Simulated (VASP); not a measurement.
A run of VASP 6.6.1 is set up as follows.

Contents of INCAR:

```
PREC = Accurate ; ENCUT = 520
EDIFF = 1E-6 ; ISMEAR = -1
SIGMA = 0.05 ; LREAL = False
LASPH = True ; NELM = 80
ALGO = Normal ; ISIF = 2
LWAVE = False ; LCHARG = False
GGA = PS ; NBANDS = 18
```

Contents of KPOINTS:

```
Automatic mesh
0
Gamma
  7 1 5
```

File POSCAR:

```
P
1.0
    3.4150768288      0.0000000000      0.0000000000
    0.0000000000     36.2513122296      0.0000000000
    0.0000000000      0.0000000000      4.6320847100
P
4
Direct
    0.5000000000      0.9713508666      0.9087897524
    0.5000000000      0.0286491334      0.0912102476
    0.0000000000      0.0286491334      0.4087897524
    0.0000000000      0.9713508666      0.5912102476
```

Potentials or basis: VASP PAW PBE potentials, release 64 (P).

Command:

```sh
$ cat potpaw_PBE.64/P/POTCAR > POTCAR
$ mpirun -np 1 vasp_std > vasp.out
```

(1) Predict the largest force.

(2) Predict the band gap on the k mesh.

Results:

(1) 0.027 eV/Å.

(2) 1.10 eV, direct.

Caveat: the PAW data sets were made with another functional, which shifts forces and pressure a little.
